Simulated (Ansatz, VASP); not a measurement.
**TiSi: VASP beside Ansatz**

File POSCAR:

```
TiSi
1.0
    3.6264976859      0.0000000000      0.0000000000
    0.0000000000      4.1678530543      0.0000000000
    0.0000000000      0.0000000000      3.8077369004
Ti Si
2 2
Direct
    0.0000000000      0.5000000000      0.0000000000
    0.5000000000      0.0000000000      0.0000000000
    0.0000000000      0.0000000000      0.5000000000
    0.5000000000      0.5000000000      0.5000000000
```

Contents of INCAR.step1:

```
SYSTEM = TiSi
PREC = Accurate ; ENCUT = 520
ISMEAR = 0 ; SIGMA = 0.1
LREAL = .FALSE. ; LASPH = .TRUE.
NELM = 60 ; NBANDS = 24
GGA = PE ; ALGO = Normal
EDIFF = 1E-4 ; LWAVE = .TRUE.
LCHARG = .FALSE.
```

File INCAR.step2:

```
SYSTEM = TiSi
PREC = Accurate ; ENCUT = 520
EDIFF = 1E-6 ; ISMEAR = 0
SIGMA = 0.1 ; LREAL = .FALSE.
LASPH = .TRUE. ; NELM = 60
ALGO = Normal ; ISIF = 2
LWAVE = .FALSE. ; LCHARG = .TRUE.
METAGGA = R2SCAN ; LMIXTAU = .TRUE.
LELF = .TRUE. ; LVHAR = .TRUE.
NBANDS = 24 ; ISTART = 1
```

File KPOINTS:

```
Automatic mesh
0
G
  14 12 14
  0 0 0
```

Input for Ansatz:

```yaml
crystal:
  lattice:
    - [3.6264976859, 0.0, 0.0]
    - [0.0, 4.1678530543, 0.0]
    - [0.0, 0.0, 3.8077369004]
  atoms:
    - { symbol: Ti, position: [0.0, 0.5, 0.0] }
    - { symbol: Ti, position: [0.5, 0.0, 0.0] }
    - { symbol: Si, position: [0.0, 0.0, 0.5] }
    - { symbol: Si, position: [0.5, 0.5, 0.5] }
basis:
  ecutwfc: 500
kpoints:
  mp_grid: { grid: [14, 12, 14] }
hamiltonian:
  xc: r2scan
scf:
  occupations: { method: gaussian, width: 0.1 }
output:
  forces: true
  stress: true
  eigenvalues: true
  write_density: true
  write_potential: true
  elf: true
  volumetric_format: npy
```

Alike in both runs: task single point; functional r2SCAN; k mesh 14 × 12 × 14; occupations gaussian, width 0.1 eV; no spin polarisation.

```csv
,VASP,Ansatz
version,VASP 6.6.1,Ansatz 0.2.0
potentials or method,"VASP PAW PBE potentials, release 64 (Ti_sv, Si), cutoff 520 eV","scalar-relativistic, plane waves, PAW"
valence electrons in the cell,32,32
```

Ansatz gave:

```
gap on the k mesh at the Fermi level (eV)                     : none
pressure (GPa)                                                : 0.1
traceless stress, the component that is largest in VASP (GPa) : -0.39
```

Q: Estimate VASP's values.

A: gap on the k mesh at the Fermi level (eV): none; pressure (GPa): 0.5; traceless stress, the component that is largest in VASP (GPa): -0.32.

VASP's potentials were made for PBE, not for r2SCAN. A gap of «none» marks a metal or a gap that the smearing closes.
